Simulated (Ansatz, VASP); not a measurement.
## Sn: VASP beside Ansatz

File INCAR:

```
SYSTEM = Sn
  PREC = Accurate
  ENCUT = 520
  EDIFF = 1E-7
  ISMEAR = -1
  SIGMA = 0.02
  LREAL = .FALSE.
  LASPH = .TRUE.
  NELM = 60
  ALGO = Normal
  ISIF = 2
  LWAVE = .FALSE.
  LCHARG = .FALSE.
  GGA = PE
  NBANDS = 21
```

Contents of KPOINTS:

```
Automatic mesh
0
G
  6 6 6
  0 0 0
```

POSCAR

```
Sn
1.0
    0.0000000000      3.2611663328      3.2611663328
    3.2611663328      0.0000000000      3.2611663328
    3.2611663328      3.2611663328      0.0000000000
Sn
2
Direct
    0.0000000000      0.0000000000      0.0000000000
    0.2500000000      0.2500000000      0.2500000000
```

Input for Ansatz:

```yaml
crystal:
  lattice:
    - [0.0, 3.2611663328, 3.2611663328]
    - [3.2611663328, 0.0, 3.2611663328]
    - [3.2611663328, 3.2611663328, 0.0]
  atoms:
    - { symbol: Sn, position: [0.0, 0.0, 0.0] }
    - { symbol: Sn, position: [0.25, 0.25, 0.25] }
kpoints:
  mp_grid: { grid: [6, 6, 6] }
hamiltonian:
  xc: pbe
scf:
  occupations: { method: fermi_dirac, width: 0.02 }
  n_extra_bands: 4
output:
  forces: true
  stress: true
  eigenvalues: true
```

Alike in both runs: task single point; functional PBE; k mesh 6 × 6 × 6; occupations fermi-dirac, width 0.02 eV; no spin polarisation.

|  | VASP | Ansatz |
| --- | --- | --- |
| version | VASP 6.6.1 | Ansatz 0.2.0 |
| potentials or method | VASP PAW PBE potentials, release 64 (Sn_d) | plane waves, PAW |
| plane-wave cutoff (eV) | 520 | 420 |
| valence electrons in the cell | 28 | 28 |

Ansatz gave:

| Item | Value |
| --- | --- |
| pressure (GPa) | 2.6 |

Q: Estimate VASP's values.

A: Pressure (GPa): 2.5.

With one functional, cell and mesh, what is left measures potentials, basis and numerics.
